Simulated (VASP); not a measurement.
# CsSnI3 (P4/mmm) in VASP: further runs

Runs on CsSnI3. Level: PBEsol. Tasks: single point.

Program: VASP 6.6.1. These are calculated values, not measurements. Logs are shortened: lines on timing, memory, paths and dates and some standing lists are left out, and cuts for length are marked.

## 1. The cell of the first run

The structure is tetragonal, space group P4/mmm (No. 123). The conventional cell has a = 6.173 Å, b = 6.173 Å, c = 5.766 Å, α = 90.00°, β = 90.00°, γ = 90.00°. Cs (site symmetry 4/mmm) has 12 I at 4.22 to 4.37 Å and 8 Sn at 5.23 Å within 5.5 Å. Within 3.8 Å of Sn (site symmetry 4/mmm) lie 6 I at 2.88 to 3.09 Å. I (site symmetry mmm) has 2 Sn at 3.09 Å and 4 Cs at 4.22 Å and 8 I at 4.22 to 4.37 Å within 4.4 Å. Within 3.8 Å of I (site symmetry 4/mmm) lie 2 Sn at 2.88 Å.

## 2. Single point, PBEsol (uniaxial strain along c: -6.0 %, then relaxed in part)

Contents of INCAR:

```
SYSTEM = CsSnI3
PREC     = Accurate       ! precision mode
ENCUT    = 520            ! plane-wave cutoff, eV
EDIFF    = 1E-6           ! SCF threshold, eV
ISMEAR   = 0              ! smearing method
SIGMA    = 0.01           ! smearing width, eV
LREAL    = .False.        ! projectors in reciprocal space
LASPH    = .True.         ! aspherical terms in the spheres
NELM     = 60             ! most SCF steps
ALGO     = Normal         ! electronic algorithm
ISIF     = 2              ! what is computed and relaxed
LWAVE    = .False.        ! write WAVECAR
LCHARG   = .True.         ! write CHGCAR
GGA      = PS             ! functional
LELF     = .True.         ! ELF
LVHAR    = .True.       
NBANDS   = 30             ! bands
```

Contents of KPOINTS:

```
Automatic mesh
0
Gamma
  6 6 6
  0 0 0
```

Contents of POSCAR:

```
CsSnI3
1.0
    6.1730492554      0.0000000000      0.0000000000
    0.0000000000      6.1730492554      0.0000000000
    0.0000000000      0.0000000000      5.7660270923
Cs Sn I
1 1 3
Direct
    0.0000000000      0.0000000000      0.0000000000
    0.5000000000      0.5000000000      0.5000000000
    0.0000000000      0.5000000000      0.5000000000
    0.5000000000      0.0000000000      0.5000000000
    0.5000000000      0.5000000000      0.0000000000
```

Potentials or basis: VASP PAW PBE potentials, release 64 (Cs_sv, Sn_d, I).

Command:

```bash
$ cat potpaw_PBE.64/Cs_sv/POTCAR potpaw_PBE.64/Sn_d/POTCAR potpaw_PBE.64/I/POTCAR > POTCAR
$ mpirun -np 1 vasp_std > vasp.out
```

OUTCAR:

```text
SYSTEM = CsSnI3
   PREC = Accurate
   ENCUT = 520
   EDIFF = 1E-6
   ISMEAR = 0
   LREAL = .False.
   LASPH = .True.
   NELM = 60
   ISIF = 2
   GGA = PS

 ion  position               nearest neighbor table
   1  0.000  0.000  0.000-
   2  0.500  0.500  0.500-   5 2.88   5 2.88   3 3.09   4 3.09   4 3.09   3 3.09
   3  0.000  0.500  0.500-   2 3.09   2 3.09
   4  0.500  0.000  0.500-   2 3.09   2 3.09
   5  0.500  0.500  0.000-   2 2.88   2 2.88

  LATTYP: Found a simple tetragonal cell.
 ALAT       =     6.1730492554
 C/A-ratio  =     0.9340646500

  Lattice vectors:

 A1 = (   6.1730492554,   0.0000000000,   0.0000000000)
 A2 = (   0.0000000000,   6.1730492554,   0.0000000000)
 A3 = (   0.0000000000,   0.0000000000,   5.7660270923)

Analysis of symmetry for initial positions (statically):
=====================================================================
 Subroutine PRICEL returns:
 Original cell was already a primitive cell.

 Routine SETGRP: Setting up the symmetry group for a
 simple tetragonal supercell.

 Subroutine GETGRP returns: Found 16 space group operations
 (whereof 16 operations were pure point group operations)
 out of a pool of 16 trial point group operations.

The static configuration has the point symmetry D_4h.

Analysis of symmetry for dynamics (positions and initial velocities):
=====================================================================
 Subroutine PRICEL returns:
 Original cell was already a primitive cell.

 Routine SETGRP: Setting up the symmetry group for a
 simple tetragonal supercell.

 Subroutine GETGRP returns: Found 16 space group operations
 (whereof 16 operations were pure point group operations)
 out of a pool of 16 trial point group operations.

The dynamic configuration has the point symmetry D_4h.

 Subroutine INISYM returns: Found 16 space group operations
 (whereof 16 operations are pure point group operations),
 and found     1 'primitive' translations

----------------------------------------------------------------------------------------

                                     Primitive cell

  volume of cell :     219.7233

  direct lattice vectors                    reciprocal lattice vectors
     6.173049255  0.000000000  0.000000000     0.161994496  0.000000000  0.000000000
     0.000000000  6.173049255  0.000000000     0.000000000  0.161994496  0.000000000
     0.000000000  0.000000000  5.766027092     0.000000000  0.000000000  0.173429640

  length of vectors
     6.173049255  6.173049255  5.766027092     0.161994496  0.161994496  0.173429640

  position of ions in fractional coordinates (direct lattice)
     0.000000000  0.000000000  0.000000000
     0.500000000  0.500000000  0.500000000
     0.000000000  0.500000000  0.500000000
     0.500000000  0.000000000  0.500000000
     0.500000000  0.500000000  0.000000000

  ion indices of the primitive-cell ions
   primitive index   ion index
                 1           1
                 2           2
                 3           3
                 4           4
                 5           5

----------------------------------------------------------------------------------------

 KPOINTS: Automatic mesh

Automatic generation of k-mesh.
 Grid dimensions read from file:
 generate k-points for:    6    6    6

 Generating k-lattice:

  Cartesian coordinates                     Fractional coordinates (reciprocal lattice)
     0.026999083  0.000000000  0.000000000     0.166666667  0.000000000  0.000000000
     0.000000000  0.026999083  0.000000000     0.000000000  0.166666667  0.000000000
     0.000000000  0.000000000  0.028904940     0.000000000  0.000000000  0.166666667

  Length of vectors
     0.026999083  0.026999083  0.028904940

  Shift w.r.t. Gamma in fractional coordinates (k-lattice)
     0.000000000  0.000000000  0.000000000

 Subroutine IBZKPT returns following result:
 ===========================================

 Found     40 irreducible k-points:

 Following reciprocal coordinates:
            Coordinates               Weight
  0.000000  0.000000  0.000000      1.000000
  0.166667  0.000000  0.000000      4.000000
  0.333333  0.000000  0.000000      4.000000
  0.500000  0.000000  0.000000      2.000000
  0.166667  0.166667  0.000000      4.000000
  0.333333  0.166667  0.000000      8.000000
[... 16 lines left out ...]
  0.333333  0.000000  0.333333      8.000000
  0.500000  0.000000  0.333333      4.000000
 [... further k-points ...]
   k-points           NKPTS =     40   k-points in BZ     NKDIM =     40   number of bands    NBANDS=     30
   number of dos      NEDOS =    301   number of ions     NIONS =      5
   total plane-waves  NPLWV = 110592
   dimension x,y,z NGX =    48 NGY =   48 NGZ =   48
   dimension x,y,z NGXF=    96 NGYF=   96 NGZF=   96
   ions per type =               1   1   3
   NGX,Y,Z   is equivalent  to a cutoff of  12.93, 12.93, 13.84 a.u.
   NGXF,Y,Z  is equivalent  to a cutoff of  25.85, 25.85, 27.68 a.u.
[... 32 lines left out ...]
  Fermi-wavevector in a.u.,A,eV,Ry     =   0.957783  1.809947 12.481274  0.917348
  Thomas-Fermi vector in A             =   2.086832
   LORBIT       =      0    0 simple, 1 ext, 2 COOP (PROOUT), +10 PAW based schemes
   GGA     = PS    functional components
   LHFCALC =     F    Hartree Fock is set to
   AEXX    =    0.0000 exact exchange contribution
   IVDW    =     0    specifies the selected vdW correction
   LEPSILON=     F    determine dielectric tensor
   LRPA    =     F    only Hartree local field effects (RPA)
 non-spin polarized calculation
 Gauss-broadening in eV      SIGMA  =   0.01
  energy-cutoff  :      520.00
  volume of cell :      219.72
 maximum number of plane-waves:      5977
 NGX is ok and might be reduce to    48
   NGX = 23   NGY = 23   NGZ = 21

 number of electron      43.9999999 magnetization

 Free energy of the ion-electron system (eV)
  ---------------------------------------------------
  ext. energy  EPLUGINS =         0.00000000
  ---------------------------------------------------
  free energy    TOTEN  =       -14.93325033 eV

  energy without entropy =      -14.93319809  energy(sigma->0) =      -14.93322421

 E-fermi :   3.5744     XC(G=0):  -8.0480

 val. band max:        3.5744478340   @ k =   0.5000   0.5000   0.5000
 cond. band min:       3.5744478340   @ k =   0.5000   0.5000   0.5000
 fundamental gap:      0.0000000001
 Fermi energy:         3.5744478340

 k-point     1 :       0.0000    0.0000    0.0000
  band No.  band energies     occupation
      1     -18.7944      2.00000
      2     -18.4676      2.00000
      3     -18.4454      2.00000
      4     -18.4212      2.00000
      5     -18.4157      2.00000
      6     -18.4157      2.00000
[... 22 lines left out ...]
     29       8.1993      0.00000
     30       8.1993      0.00000

 k-point     2 :       0.1667    0.0000    0.0000
  band No.  band energies     occupation
      1     -18.7942      2.00000
      2     -18.4674      2.00000
      3     -18.4451      2.00000
      4     -18.4212      2.00000
      5     -18.4157      2.00000
      6     -18.4157      2.00000
[... 22 lines left out ...]
     29       7.1983      0.00000
     30       8.1180      0.00000

 k-point     3 :       0.3333    0.0000    0.0000
  band No.  band energies     occupation
      1     -18.7939      2.00000
      2     -18.4672      2.00000
      3     -18.4443      2.00000
      4     -18.4213      2.00000
      5     -18.4158      2.00000
      6     -18.4157      2.00000
[... 22 lines left out ...]
     29       7.7702      0.00000
     30       8.1195      0.00000

 k-point     4 :       0.5000    0.0000    0.0000
  band No.  band energies     occupation
      1     -18.7938      2.00000
      2     -18.4672      2.00000
      3     -18.4440      2.00000
      4     -18.4214      2.00000
      5     -18.4158      2.00000
      6     -18.4157      2.00000
[... 616 lines left out ...]
     29       7.5327      0.00000
     30       8.0168      0.00000

 k-point    23 :       0.3333    0.0000    0.3333
  band No.  band energies     occupation
      1     -18.7930      2.00000
      2     -18.4630      2.00000
      3     -18.4443      2.00000
      4     -18.4213      2.00000
      5     -18.4163      2.00000
      6     -18.4161      2.00000
[... 22 lines left out ...]
     29       7.8583      0.00000
     30       8.0719      0.00000

 k-point    24 :       0.5000    0.0000    0.3333
  band No.  band energies     occupation
      1     -18.7929      2.00000
      2     -18.4629      2.00000
      3     -18.4439      2.00000
      4     -18.4214      2.00000
      5     -18.4163      2.00000
      6     -18.4161      2.00000
[... 22 lines left out ...]
     29       8.0994      0.00000
     30       8.3111      0.00000

 [... further k-points ...]

------------------------ aborting loop because EDIFF is reached ----------------------------------------

  FORCE on cell =-STRESS in cart. coord.  units (eV):
  Direction    XX          YY          ZZ          XY          YZ          ZX
  --------------------------------------------------------------------------------------
  -------------------------------------------------------------------------------------
  Total        0.0181036      0.0181036      5.0985978      0.0000000     -0.0000000      0.0000000
  in kB        0.1320075      0.1320075     37.1779272      0.0000000     -0.0000000      0.0000000
  external PRESSURE =      12.4806474 kB  Pullay stress =       0.0000000 kB

 VOLUME and BASIS-vectors are now :
 -----------------------------------------------------------------------------
  energy-cutoff  :      520.00
  volume of cell :      219.72
      direct lattice vectors                 reciprocal lattice vectors
     6.173049255  0.000000000  0.000000000     0.161994496  0.000000000  0.000000000
     0.000000000  6.173049255  0.000000000     0.000000000  0.161994496  0.000000000
     0.000000000  0.000000000  5.766027092     0.000000000  0.000000000  0.173429640

 POSITION                                       TOTAL-FORCE (eV/Angst)
 -----------------------------------------------------------------------------------
      0.00000      0.00000      0.00000         0.000000      0.000000      0.000000
      3.08652      3.08652      2.88301         0.000000      0.000000      0.000000
      0.00000      3.08652      2.88301         0.000000      0.000000      0.000000
      3.08652      0.00000      2.88301         0.000000      0.000000      0.000000
      3.08652      3.08652      0.00000         0.000000      0.000000      0.000000
 -----------------------------------------------------------------------------------
    total drift:                                0.000000     -0.000000     -0.000000

  FREE ENERGIE OF THE ION-ELECTRON SYSTEM (eV)
  ---------------------------------------------------
  free  energy   TOTEN  =       -14.9332503289 eV

  energy  without entropy=      -14.9331980891  energy(sigma->0) =      -14.93322421
```

Wall time 1.7 min (1 thread of Intel Xeon 6975P-C (Granite Rapids), shared host); peak memory 0.48 GiB.

Results:

```yaml
Free_energy: -14.9333 eV
Pressure: 1.2 GPa
Band_gap_on_the_k_mesh: zero (filled and empty bands touch)
```

Stress tensor (GPa, compression positive):
```
0.01 0.00 0.00
0.00 0.01 0.00
0.00 0.00 3.72
```

Caveat: the cell differs from its parent crystal (uniaxial strain along c: -6.0 %, then relaxed in part); semilocal functionals underestimate gaps, and a narrow one can read as zero; the PAW data sets were made with another functional, which shifts forces and pressure a little; spin-orbit coupling is left out, which moves the levels of the heavy elements.

[end of part 1 of 2]

The gap in the log of VASP goes by the Fermi energy; the results here count the filled bands.